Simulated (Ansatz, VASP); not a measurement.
# Bi2Te3: VASP beside Ansatz

```
Bi Te
1.0
     2.02152    1.08075   10.11378
    -2.36448    1.14654   10.17957
    -0.11450   -2.68474   10.20365
Bi Te
2 3
Cartesian
  -0.1830 -0.1830 12.1988
  -0.2745 -0.2745 18.2982
  0.0000 0.0000 0.0000
  -0.0958 -0.0958 6.3891
  -0.3616 -0.3616 24.1079
```

Change from the starting cell: equal xy, yz and zx shear strains of -3 %.

Alike in both runs: task single point; functional PBE; k mesh 7 × 7 × 7; occupations fermi-dirac, width 0.08 eV; no spin polarisation.

|  | VASP | Ansatz |
| --- | --- | --- |
| version | VASP 6.6.1 | Ansatz 0.2.0 |
| potentials or method | VASP PAW PBE potentials, release 64 (Bi_d, Te), cutoff 520 eV | all-electron LAPW, scalar-relativistic |

VASP gave:

```
pressure (GPa)                                                : 2.0
traceless stress, the component that is largest in VASP (GPa) : 1.71
rms of the force components (eV/Å)                            : 0.091
```

Which values does Ansatz return?

Pressure (GPa): 2.0; traceless stress, the component that is largest in VASP (GPa): 1.71; rms of the force components (eV/Å): 0.092.

Atom by atom the forces differ by 0.005 eV/Å (rms over components). Ansatz ran all-electron here, and VASP with PAW potentials.

Spin-orbit coupling is off throughout.
